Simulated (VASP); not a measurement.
Wanted: the native input for a VASP 6.6.1 run.

- Task: single point
- Functional: PBE
- Potentials or basis: VASP PAW PBE potentials, release 64 (Ba_sv, Ti_sv, O)
- Cutoff: 520 eV
- k mesh: 6 × 6 × 6
- Occupations: gaussian, width 0.01 eV
- Spin: no spin polarisation
- Dipole correction: no
- Further INCAR settings: ALGO = Normal; EDIFF = 1e-06; NBANDS = 28

The structure of BaTiO3 lies in POSCAR:

```
BaTiO3
1.0
    4.0524349834      0.0000000000      0.0000000000
    0.0000000000      4.0524349834      0.0000000000
    0.0000000000      0.0000000000      4.0708744845
Ba Ti O
1 1 3
Direct
    0.0000000000      0.0000000000      0.0000000000
    0.5000000000      0.5000000000      0.4900000000
    0.5000000000      0.5000000000      0.0190000000
    0.5000000000      0.0000000000      0.5170000000
    0.0000000000      0.5000000000      0.5170000000
```

One way to write it, as run:

INCAR

```
PREC = Accurate
ENCUT = 520
EDIFF = 1E-6
ISMEAR = 0
SIGMA = 0.01
LREAL = F
LASPH = T
NELM = 60
ALGO = Normal
ISIF = 2
LWAVE = F
LCHARG = F
GGA = PE
NBANDS = 28
```

KPOINTS

```
regular mesh
0
Gamma
  6 6 6
```

Potentials or basis: VASP PAW PBE potentials, release 64 (Ba_sv, Ti_sv, O).

Command:

```bash
$ cat potpaw_PBE.64/Ba_sv/POTCAR potpaw_PBE.64/Ti_sv/POTCAR potpaw_PBE.64/O/POTCAR > POTCAR
$ mpirun -np 1 vasp_std > vasp.out
```

It gave:

The pressure is -2.2 GPa and the largest force is 0.506 eV/Å. The band gap on the k mesh is 1.69 eV, indirect (least direct gap 2.01 eV).

Caveat: spin-orbit coupling is left out, which moves the levels of the heavy elements.

It took 32 s on 1 thread of Intel(R) Xeon(R) 6975P-C (Granite Rapids) (shared host), peak memory 0.22 GiB.
